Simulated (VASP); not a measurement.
# TmI4 (Ccce) in VASP: single point with PBE

Aim: the single point of TmI4 with PBE.

All numbers are computed with VASP 6.6.1; they aren't measurements. Logs are shortened: lines on timing, memory, paths and dates and some standing lists are left out, and cuts for length are marked.

## 1. The cell of the first run

The structure is orthorhombic, space group Ccce (No. 68). Conventional cell: a = 7.427 Å, b = 17.036 Å, c = 7.012 Å, α = 90.00°, β = 90.00°, γ = 90.00°. Tm (site symmetry 222) has 8 I at 3.01 to 3.39 Å within 4.0 Å. Within 4.0 Å of I (site symmetry 1) lie 2 Tm at 3.01 to 3.39 Å and 6 I at 3.55 to 3.94 Å.

The cell was generated, and may not be a known phase.

## 2. Single point, PBE

Input file INCAR:

```
SYSTEM = TmI4
PREC = Accurate
ENCUT = 500
EDIFF = 1E-6
ISMEAR = 0
SIGMA = 0.1
LREAL = .False.
LASPH = .True.
NELM = 200
ALGO = Normal
ISIF = 2
LWAVE = .False.
LCHARG = .True.
GGA = PE
LELF = .True.
LVHAR = .True.
NBANDS = 48
GGA_COMPAT = .False.
LMAXMIX = 6
```

Input file KPOINTS:

```
regular mesh
0
Gamma
  6 6 6
  0 0 0
```

Input file POSCAR:

```
TmI4
1.0
    3.7132846326     -8.5178716908      0.0000000000
    3.7132846326      8.5178716908      0.0000000000
    0.0000000000      0.0000000000      7.0123401420
Tm I
2 8
Direct
    0.5000000000      0.5000000000      0.0000000000
    0.0000000000      0.0000000000      0.5000000000
    0.8946643979      0.6837839583      0.1558574549
    0.1053356021      0.3162160417      0.1558574549
    0.1837839583      0.3946643979      0.6558574549
    0.8162160417      0.6053356021      0.6558574549
    0.3946643979      0.1837839583      0.3441425451
    0.6053356021      0.8162160417      0.3441425451
    0.3162160417      0.1053356021      0.8441425451
    0.6837839583      0.8946643979      0.8441425451
```

Potentials or basis: VASP PAW PBE potentials, release 64 (Tm_3, I), 4f in core.

Launch:

```console
$ cat potpaw_PBE.64/Tm_3/POTCAR potpaw_PBE.64/I/POTCAR > POTCAR
$ mpirun -np 1 vasp_std > vasp.out
```

OUTCAR:

```text
SYSTEM = TmI4
   PREC = Accurate
   ENCUT = 500
   EDIFF = 1E-6
   ISMEAR = 0
   LREAL = .False.
   LASPH = .True.
   NELM = 200
   ISIF = 2
   GGA = PE

 ion  position               nearest neighbor table
   1  0.500  0.500  0.000-   3 3.01   4 3.01   9 3.01  10 3.01   7 3.39   8 3.39   5 3.39   6 3.39

   2  0.000  0.000  0.500-   5 3.01   6 3.01   7 3.01   8 3.01   3 3.39   4 3.39   9 3.39  10 3.39

   3  0.895  0.684  0.156-   1 3.01   2 3.39   6 3.55   6 3.55
   4  0.105  0.316  0.156-   1 3.01   2 3.39   5 3.55   5 3.55
   5  0.184  0.395  0.656-   2 3.01   1 3.39   4 3.55   4 3.55
   6  0.816  0.605  0.656-   2 3.01   1 3.39   3 3.55   3 3.55
   7  0.395  0.184  0.344-   2 3.01   1 3.39   9 3.55   9 3.55
   8  0.605  0.816  0.344-   2 3.01   1 3.39  10 3.55  10 3.55
   9  0.316  0.105  0.844-   1 3.01   2 3.39   7 3.55   7 3.55
  10  0.684  0.895  0.844-   1 3.01   2 3.39   8 3.55   8 3.55

  LATTYP: Found a base centered orthorhombic cell.
 ALAT       =     7.4265692652
 B/A-ratio  =     2.2938914017
 C/A-ratio  =     0.9442233542

  Lattice vectors:

 A1 = (   3.7132846326,  -8.5178716908,   0.0000000000)
 A2 = (   3.7132846326,   8.5178716908,   0.0000000000)
 A3 = (   0.0000000000,   0.0000000000,   7.0123401420)

Analysis of symmetry for initial positions (statically):
=====================================================================
 Subroutine PRICEL returns:
 Original cell was already a primitive cell.

 Routine SETGRP: Setting up the symmetry group for a
 base centered orthorhombic supercell.

 Subroutine GETGRP returns: Found  8 space group operations
 (whereof  4 operations were pure point group operations)
 out of a pool of  8 trial point group operations.

The static configuration has the point symmetry D_2 .
 The point group associated with its full space group is D_2h.

Analysis of symmetry for dynamics (positions and initial velocities):
=====================================================================
 Subroutine PRICEL returns:
 Original cell was already a primitive cell.

 Routine SETGRP: Setting up the symmetry group for a
 base centered orthorhombic supercell.

 Subroutine GETGRP returns: Found  8 space group operations
 (whereof  4 operations were pure point group operations)
 out of a pool of  8 trial point group operations.

The dynamic configuration has the point symmetry D_2 .
 The point group associated with its full space group is D_2h.

[... 116 lines left out ...]
   EDIFFG = 0.1E-04   stopping-criterion for IOM
   NSW    =      0    number of steps for IOM
   IBRION =     -1    ionic relax: 0-MD 1-quasi-New 2-CG
   NFREE  =      0    steps in history (QN), initial steepest desc. (CG)
   ISIF   =      2    stress and relaxation
   ISYM   =      2    0-nonsym 1-usesym 2-fastsym
   POTIM  = 0.5000    time-step for ionic-motion
   TEBEG  =    0.0;   TEEND  =   0.0 temperature during run
   PSTRESS=    0.0 pullay stress
   NELECT =      74.0000    total number of electrons
   NUPDOWN=      -1.0000    fix difference up-down
   EMIN   =  10.00;   EMAX   =-10.00  energy-range for DOS
   EFERMI =   0.00;   METHOD = LEGACY
   ISMEAR =     0;   SIGMA  =   0.10  broadening in eV -4-tet -1-fermi 0-gaus
   EFERMI_NEDOS =   21; number of points for ismear=-14 and -15
   IALGO  =     38    algorithm
   IMIX   =      4    mixing-type and parameters
     AMIX     =   0.40;   BMIX     =  1.00
     AMIX_MAG =   1.60;   BMIX_MAG =  1.00
  volume/ion in A,a.u.               =      44.36       299.35
  Fermi-wavevector in a.u.,A,eV,Ry     =   0.901207  1.703035 11.050303  0.812174
  Thomas-Fermi vector in A             =   2.024260
   LORBIT       =      0    0 simple, 1 ext, 2 COOP (PROOUT), +10 PAW based schemes
   GGA     = PE    functional components
   LHFCALC =     F    Hartree Fock is set to
   AEXX    =    0.0000 exact exchange contribution
   IVDW    =     0    specifies the selected vdW correction
   LEPSILON=     F    determine dielectric tensor
   LRPA    =     F    only Hartree local field effects (RPA)
 non-spin polarized calculation
 Gauss-broadening in eV      SIGMA  =   0.10
  energy-cutoff  :      500.00
  volume of cell :      443.59
 maximum number of plane-waves:     11304
 NGX is ok and might be reduce to    70
   NGX = 33   NGY = 33   NGZ = 25

 number of electron      73.9999997 magnetization

 Free energy of the ion-electron system (eV)
  ---------------------------------------------------
  ext. energy  EPLUGINS =         0.00000000
  ---------------------------------------------------
  free energy    TOTEN  =       -30.41678872 eV

  energy without entropy =      -30.39646854  energy(sigma->0) =      -30.40662863

 E-fermi :   1.8488     XC(G=0):  -7.6205

 val. band max:        1.8267250446   @ k =   0.3333   0.1667   0.0000
 cond. band min:       1.8583522540   @ k =   0.5000   0.3333   0.0000
 fundamental gap:      0.0316272094
 Fermi energy:         1.8487522686

 k-point     1 :       0.0000    0.0000    0.0000
  band No.  band energies     occupation
      1     -23.8879      2.00000
      2     -23.8840      2.00000
      3     -23.8813      2.00000
      4     -23.8806      2.00000
      5     -23.8092      2.00000
      6     -23.8008      2.00000
[... 1213 lines left out ...]
     47       6.0041      0.00000
     48       6.2611      0.00000

 [... further k-points ...]
[... 5 lines left out ...]
  --------------------------------------------------------------------------------------
  -------------------------------------------------------------------------------------
  Total        0.3278875      0.3132689      0.1507147      0.0000000      0.0000000      0.0000000
  in kB        1.1842766      1.1314767      0.5443571      0.0000000      0.0000000      0.0000000
  external PRESSURE =       0.9533702 kB  Pullay stress =       0.0000000 kB

 VOLUME and BASIS-vectors are now :
 -----------------------------------------------------------------------------
  energy-cutoff  :      500.00
  volume of cell :      443.59
      direct lattice vectors                 reciprocal lattice vectors
     3.713284633 -8.517871691  0.000000000     0.134651676 -0.058700109  0.000000000
     3.713284633  8.517871691  0.000000000     0.134651676  0.058700109  0.000000000
     0.000000000  0.000000000  7.012340142     0.000000000  0.000000000  0.142605746

 POSITION                                       TOTAL-FORCE (eV/Angst)
 -----------------------------------------------------------------------------------
      3.71328      0.00000      0.00000         0.000000     -0.000000     -0.000000
      0.00000      0.00000      3.50617         0.000000     -0.000000     -0.000000
      5.86123     -1.79625      1.09293         0.012462     -0.017158      0.002273
      1.56534      1.79625      1.09293        -0.012462      0.017158      0.002273
      2.14794      1.79625      4.59910         0.012462      0.017158      0.002273
      5.27863     -1.79625      4.59910        -0.012462     -0.017158      0.002273
      2.14794     -1.79625      2.41324         0.012462     -0.017158     -0.002273
      5.27863      1.79625      2.41324        -0.012462      0.017158     -0.002273
      1.56534     -1.79625      5.91941        -0.012462     -0.017158     -0.002273
      5.86123      1.79625      5.91941         0.012462      0.017158     -0.002273
 -----------------------------------------------------------------------------------
    total drift:                               -0.000000      0.000000     -0.000000

  FREE ENERGIE OF THE ION-ELECTRON SYSTEM (eV)
  ---------------------------------------------------
  free  energy   TOTEN  =       -30.4167887198 eV

  energy  without entropy=      -30.3964685381  energy(sigma->0) =      -30.40662863
```

OSZICAR:

```text
N       E                     dE             d eps       ncg     rms          rms(c)
DAV:   1     0.622320623995E+03    0.62232E+03   -0.26379E+04  5040   0.124E+03
DAV:   2     0.505331943271E+02   -0.57179E+03   -0.55426E+03  7080   0.347E+02
DAV:   3    -0.258917321901E+02   -0.76425E+02   -0.74599E+02  7360   0.103E+02
DAV:   4    -0.305957523851E+02   -0.47040E+01   -0.46766E+01  6984   0.286E+01
DAV:   5    -0.307828691140E+02   -0.18712E+00   -0.18663E+00  8128   0.656E+00    0.251E+01
DAV:   6    -0.304253092382E+02    0.35756E+00   -0.57207E-01  7448   0.381E+00    0.159E+01
DAV:   7    -0.304388514275E+02   -0.13542E-01   -0.61745E-01  7824   0.388E+00    0.108E+00
DAV:   8    -0.304159233545E+02    0.22928E-01   -0.11821E-01  7432   0.176E+00    0.585E-01
DAV:   9    -0.304166038615E+02   -0.68051E-03   -0.65583E-03  6672   0.367E-01    0.329E-01
DAV:  10    -0.304165865612E+02    0.17300E-04   -0.58469E-04  7480   0.106E-01    0.285E-01
DAV:  11    -0.304167626056E+02   -0.17604E-03   -0.40469E-04  6312   0.862E-02    0.739E-02
DAV:  12    -0.304167773197E+02   -0.14714E-04   -0.31738E-05  7472   0.259E-02    0.468E-02
DAV:  13    -0.304167889093E+02   -0.11590E-04   -0.15841E-05  7232   0.214E-02    0.269E-02
DAV:  14    -0.304167887198E+02    0.18945E-06   -0.36583E-06  5064   0.852E-03
   1 F= -.30416789E+02 E0= -.30406629E+02  d E =-.203202E-01
```

stdout:

```text
POSCAR found type information on POSCAR TmI
 POSCAR found :  2 types and      10 ions
 scaLAPACK will be used
 LDA part: xc-table for (Slater+PW92), standard interpolation
 POSCAR, INCAR and KPOINTS ok, starting setup
 FFT: planning ... GRIDC
 FFT: planning ... GRID_SOFT
 FFT: planning ... GRID
 WAVECAR not read
 entering main loop
```

Wall time 15 min (1 thread of Intel Xeon 6975P-C (Granite Rapids), shared host); peak memory 1.1 GiB.

What came out:

```
Free energy            : -30.4168 eV
Pressure               : 0.1 GPa
Largest force          : 0.021 eV/Å
Band gap on the k mesh : zero (bands 37 and 38 overlap by 1.18 eV)
```

Forces on the atoms (eV/Å):
```
Tm   0.000  0.000  0.000
Tm   0.000  0.000  0.000
I    0.012 -0.017  0.002
I   -0.012  0.017  0.002
I    0.012  0.017  0.002
I   -0.012 -0.017  0.002
I    0.012 -0.017 -0.002
I   -0.012  0.017 -0.002
I   -0.012 -0.017 -0.002
I    0.012  0.017 -0.002
```

Caveat: spin-orbit coupling is left out, which moves the levels of the heavy elements; the 4f electrons are frozen in the core, so they carry no moment and show no levels; the run has no spin polarisation, though such a crystal can be magnetic.

The gap in the log of VASP goes by the Fermi energy; the results here count the filled bands.